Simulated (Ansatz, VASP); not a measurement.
## MgS: VASP beside Ansatz

```
CELL_PARAMETERS angstrom
0.00000 2.83088 2.83088
2.83088 0.00000 2.83088
2.83088 2.83088 0.00000
ATOMIC_POSITIONS crystal
Mg 0.00000 0.00000 0.00000
S 0.25000 0.25000 0.25000
```

Alike in both runs: task single point; functional PBEsol; k mesh 6 × 6 × 6; occupations fermi-dirac, width 0.001 eV; no spin polarisation.

|  | VASP | Ansatz |
| --- | --- | --- |
| version | VASP 6.6.1 | Ansatz 0.2.0 |
| potentials or method | VASP PAW PBE potentials, release 64 (Mg, S) | plane waves |
| plane-wave cutoff (eV) | 600 | 420 |
| valence electrons in the cell | 8 | 16 |

|  | VASP | Ansatz | Ansatz less VASP |
| --- | --- | --- | --- |
| gap on the k mesh at the Fermi level (eV) | 3.30 | 3.29 | -0.002 |
| pressure (GPa) | -0.4 | -0.3 | +0.07 |

VASP's potentials were made for PBE, not for PBEsol. VASP's potentials hold 8 valence electrons a cell and Ansatz's 16, so a difference there can come from the potentials and not from the codes.
